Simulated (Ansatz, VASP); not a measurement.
## Hf2SnTe6 in VASP and in Ansatz

File INCAR:

```
PREC = Accurate ; ENCUT = 520
EDIFF = 1E-7 ; ISMEAR = 0
SIGMA = 0.1 ; LREAL = F
LASPH = T ; NELM = 60
ALGO = Normal ; ISIF = 2
LWAVE = F ; LCHARG = T
GGA = PE ; LELF = T
LVHAR = T ; NBANDS = 45
```

Contents of KPOINTS:

```
Automatic mesh
0
Gamma
  3 3 4
```

File POSCAR:

```
Hf2SnTe6
1.0
    7.0673309000      0.0000000000      0.0000000000
   -3.5336655000      6.1204881000      0.0000000000
    0.0000000000      0.0000000000      6.9377211000
Hf Sn Te
2 1 6
Direct
    0.6666667000      0.3333333000      0.0000000000
    0.3333333000      0.6666667000      0.0000000000
    0.0000000000      0.0000000000      0.0000000000
    0.6474340000      0.6474340000      0.2555660000
    0.3525660000      0.0000000000      0.2555660000
    0.0000000000      0.3525660000      0.2555660000
    0.0000000000      0.6474340000      0.7444340000
    0.6474340000      0.0000000000      0.7444340000
    0.3525660000      0.3525660000      0.7444340000
```

Input for Ansatz:

```yaml
crystal:
  lattice:
    - [7.0673309, 0.0, 0.0]
    - [-3.5336655, 6.1204881, 0.0]
    - [0.0, 0.0, 6.9377211]
  atoms:
    - { symbol: Hf, position: [0.6666667, 0.3333333, 0.0] }
    - { symbol: Hf, position: [0.3333333, 0.6666667, 0.0] }
    - { symbol: Sn, position: [0.0, 0.0, 0.0] }
    - { symbol: Te, position: [0.647434, 0.647434, 0.255566] }
    - { symbol: Te, position: [0.352566, 0.0, 0.255566] }
    - { symbol: Te, position: [0.0, 0.352566, 0.255566] }
    - { symbol: Te, position: [0.0, 0.647434, 0.744434] }
    - { symbol: Te, position: [0.647434, 0.0, 0.744434] }
    - { symbol: Te, position: [0.352566, 0.352566, 0.744434] }
basis:
  ecutwfc: 420
kpoints:
  mp_grid: { grid: [3, 3, 4] }
hamiltonian:
  xc: pbe
scf:
  occupations: { method: gaussian, width: 0.1 }
  lower_state_search: "off"
output:
  forces: true
  stress: true
  eigenvalues: true
```

Alike in both runs: task single point; functional PBE; k mesh 3 × 3 × 4; occupations gaussian, width 0.1 eV; no spin polarisation.

```csv
,VASP,Ansatz
version,VASP 6.6.1,Ansatz 0.2.0
potentials or method,"VASP PAW PBE potentials, release 64 (Hf_pv, Sn_d, Te), cutoff 520 eV","scalar-relativistic, plane waves, PAW"
valence electrons in the cell,70,162
```

Ansatz gave:

```
gap on the k mesh at the Fermi level (eV)                     : none
pressure (GPa)                                                : -0.1
traceless stress, the component that is largest in VASP (GPa) : 0.28
rms of the force components (eV/Å)                            : 0.046
```

Task: Estimate VASP's values.

Result: gap on the k mesh at the Fermi level (eV): none; pressure (GPa): -0.2; traceless stress, the component that is largest in VASP (GPa): 0.28; rms of the force components (eV/Å): 0.039.

Atom by atom the forces differ by 0.010 eV/Å (rms over components). A gap of «none» marks a metal or a gap that the smearing closes. VASP's potentials hold 70 valence electrons a cell and Ansatz's 162, so a difference there can come from the potentials and not from the codes.

Neither program's run includes spin-orbit coupling.
